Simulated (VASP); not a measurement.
A run of VASP 6.6.1 is set up as follows.

Contents of INCAR:

```
PREC = Accurate
ENCUT = 520
EDIFF = 1E-6
ISMEAR = -1
SIGMA = 0.1
LREAL = False
LASPH = True
NELM = 100
ALGO = Normal
ISIF = 2
LWAVE = False
LCHARG = False
NBANDS = 13
```

Contents of KPOINTS:

```
Automatic mesh
0
Gamma
  17 17 17
```

POSCAR

```
Ru
1.0
   -1.5581175410      1.5581175410      1.5581175410
    1.5581175410     -1.5581175410      1.5581175410
    1.5581175410      1.5581175410     -1.5581175410
Ru
1
Direct
    0.0000000000      0.0000000000      0.0000000000
```

Potentials or basis: VASP PAW LDA potentials, release 64 (Ru_pv).

Launch:

```bash
$ cat potpaw_LDA.64/Ru_pv/POTCAR > POTCAR
$ mpirun -np 1 vasp_std > vasp.out
```

Task: Estimate the pressure.

Result: -27.7 GPa.

Task: Predict the band gap on the k mesh.

Result: Zero (band 7 reaches 12.44 eV, above the bottom of band 8 at 9.40 eV).
